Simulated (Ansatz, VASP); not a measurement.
## One calculation of In3Se, two programs

INCAR

```
SYSTEM = In3Se
ALGO = Normal ; EDIFF = 1E-6
ENCUT = 520 ; GGA = PS
ISIF = 2 ; ISMEAR = 0
LASPH = .TRUE. ; LCHARG = .FALSE.
LREAL = .FALSE. ; LWAVE = .FALSE.
NBANDS = 30 ; NELM = 80
PREC = Accurate ; SIGMA = 0.1
```

File KPOINTS:

```
k-points
0
G
  10 10 10
  0 0 0
```

File POSCAR:

```
In3Se
1.0
    4.9037242040      0.0000000000      0.0000000000
    0.0000000000      4.9037242040      0.0000000000
    0.0000000000      0.0000000000      4.9037242040
In Se
3 1
Direct
    0.0000000000      0.5000000000      0.5000000000
    0.5000000000      0.0000000000      0.5000000000
    0.5000000000      0.5000000000      0.0000000000
    0.0000000000      0.0000000000      0.0000000000
```

Input for Ansatz:

```yaml
crystal:
  lattice:
    - [4.903724204, 0.0, 0.0]
    - [0.0, 4.903724204, 0.0]
    - [0.0, 0.0, 4.903724204]
  atoms:
    - { symbol: In, position: [0.0, 0.5, 0.5] }
    - { symbol: In, position: [0.5, 0.0, 0.5] }
    - { symbol: In, position: [0.5, 0.5, 0.0] }
    - { symbol: Se, position: [0.0, 0.0, 0.0] }
basis:
  ecutwfc: 420
kpoints:
  mp_grid: { grid: [10, 10, 10] }
hamiltonian:
  xc: pbesol
scf:
  occupations: { method: gaussian, width: 0.1 }
output:
  forces: true
  stress: true
  eigenvalues: true
```

Alike in both runs: task single point; functional PBEsol; k mesh 10 × 10 × 10; occupations gaussian, width 0.1 eV; no spin polarisation.

|  | VASP | Ansatz |
| --- | --- | --- |
| version | VASP 6.6.1 | Ansatz 0.2.0 |
| potentials or method | VASP PAW PBE potentials, release 64 (In_d, Se), cutoff 520 eV | scalar-relativistic, plane waves, PAW |
| valence electrons in the cell | 45 | 55 |

```tsv
	VASP	Ansatz	Ansatz less VASP
gap on the k mesh at the Fermi level (eV)	none	none	-
pressure (GPa)	-4.4	-4.4	+0.01
```

VASP's potentials were made for PBE, not for PBEsol. A gap of «none» marks a metal or a gap that the smearing closes. VASP's potentials hold 45 valence electrons a cell and Ansatz's 55, so a difference there can come from the potentials and not from the codes.
